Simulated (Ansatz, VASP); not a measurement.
## Two plane-wave programs on SnO

```xyz
4
Lattice="3.3550 0.0000 0.0000 0.0000 5.6741 0.0000 0.0000 0.0000 4.2220" Properties=species:S:1:pos:R:3 pbc="T T T"
Sn    0.0000    1.3159    2.1665
Sn    1.6775    4.3582    0.0555
O     0.0000    5.0570    3.1110
O     1.6775    0.6171    1.0000
```

Alike in both runs: task single point; functional PBEsol; k mesh 6 × 4 × 4; no spin polarisation.

```csv
,VASP,Ansatz
version,VASP 6.6.1,Ansatz 0.2.0
potentials or method,"VASP PAW PBE potentials, release 64 (Sn_d, O)","plane waves, PAW"
plane-wave cutoff (eV),520,420
occupations,"gaussian, width 0.01 eV",fixed
valence electrons in the cell,40,40
```

|  | VASP | Ansatz | Ansatz less VASP |
| --- | --- | --- | --- |
| pressure (GPa) | -2.9 | -3.1 | -0.20 |
| traceless stress, the component that is largest in VASP (GPa) | -0.64 | -0.68 | -0.031 |
| rms of the force components (eV/Å) | 0.157 | 0.188 | +0.0315 |

VASP's potentials were made for PBE, not for PBEsol. Atom by atom the forces differ by 0.033 eV/Å (rms over components).
